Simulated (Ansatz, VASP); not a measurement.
C in VASP and in Ansatz

Contents of INCAR:

```
AGGAC = 1.0
AGGAX = 1.0
ALDAC = 0.0
ALDAX = 1.0
ALGO = Normal
EDIFF = 1E-6
ENCUT = 520
GGA = B5
ISIF = 2
ISMEAR = -1
LASPH = T
LCHARG = F
LREAL = F
LWAVE = F
NBANDS = 11
NELM = 80
PREC = Accurate
SIGMA = 0.05
```

Contents of KPOINTS:

```
k-points
0
Gamma
  13 13 13
```

The input POSCAR:

```
C
1.0
    0.0000000000      1.7469644787      1.7469644787
    1.7469644787      0.0000000000      1.7469644787
    1.7469644787      1.7469644787      0.0000000000
C
2
Direct
    0.7500000000      0.7500000000      0.7500000000
    0.5000000000      0.5000000000      0.5000000000
```

File input.yaml:

```yaml
crystal:
  lattice:
    - [0.0, 1.7469644787, 1.7469644787]
    - [1.7469644787, 0.0, 1.7469644787]
    - [1.7469644787, 1.7469644787, 0.0]
  atoms:
    - { symbol: C, position: [0.75, 0.75, 0.75] }
    - { symbol: C, position: [0.5, 0.5, 0.5] }
hamiltonian:
  xc: blyp
  pseudopotentials: { kind: paw }
kpoints:
  mp_grid: { grid: [13, 13, 13] }
scf:
  occupations: { method: fermi_dirac, width: 0.05 }
output:
  forces: true
  stress: true
  eigenvalues: true
```

Alike in both runs: task single point; functional BLYP; k mesh 13 × 13 × 13; occupations fermi-dirac, width 0.05 eV; no spin polarisation.

|  | VASP | Ansatz |
| --- | --- | --- |
| version | VASP 6.6.1 | Ansatz 0.2.0 |
| potentials or method | VASP PAW PBE potentials, release 64 (C) | Ansatz PAW |
| plane-wave cutoff (eV) | 520 | 420 |
| valence electrons in the cell | 8 | 8 |

```csv
,VASP,Ansatz,Ansatz less VASP
gap on the k mesh at the Fermi level (eV),4.63,4.62,-0.005
least direct gap on the mesh (eV),5.93,5.91,-0.012
```

VASP's potentials were made for PBE, not for BLYP.

Noted on Ansatz's run: Pulay correction over one GPa; odd divisions of the mesh miss points on the zone boundary, where band edges often lie, so the gap on the mesh can be too wide.
